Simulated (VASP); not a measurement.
Here is a VASP 6.6.1 calculation.

The input INCAR:

```
SYSTEM = NbCd3
ALGO     = Fast           ! electronic algorithm
EDIFF    = 1E-6           ! SCF threshold, eV
ENCUT    = 520            ! plane-wave cutoff, eV
GGA      = PE             ! functional
ISIF     = 2              ! what is computed and relaxed
ISMEAR   = -1             ! smearing method
LASPH    = .True.         ! aspherical terms in the spheres
LCHARG   = .True.         ! write CHGCAR
LELF     = .True.         ! ELF
LREAL    = .False.        ! projectors in reciprocal space
LVHAR    = .True.       
LWAVE    = .False.        ! write WAVECAR
NBANDS   = 32             ! bands
NELM     = 60             ! most SCF steps
PREC     = Accurate       ! precision mode
SIGMA    = 0.05           ! smearing width, eV
```

Contents of KPOINTS:

```
k-points
0
Gamma
  6 6 6
  0 0 0
```

POSCAR

```
NbCd3
1.0
    4.1580335573      0.0000000000      0.0000000000
    0.0000000000      4.1580335573      0.0000000000
    0.0000000000      0.0000000000      4.1580335573
Cd Nb
3 1
Direct
    0.5000000000      0.5000000000      0.0000000000
    0.5000000000      0.0000000000      0.5000000000
    0.0000000000      0.5000000000      0.5000000000
    0.0000000000      0.0000000000      0.0000000000
```

Potentials or basis: VASP PAW PBE potentials, release 64 (Cd, Nb_sv).

The run is started by

```console
$ cat potpaw_PBE.64/Cd/POTCAR potpaw_PBE.64/Nb_sv/POTCAR > POTCAR
$ mpirun -np 1 vasp_std > vasp.out
```

Estimate the pressure.

13.7 GPa.
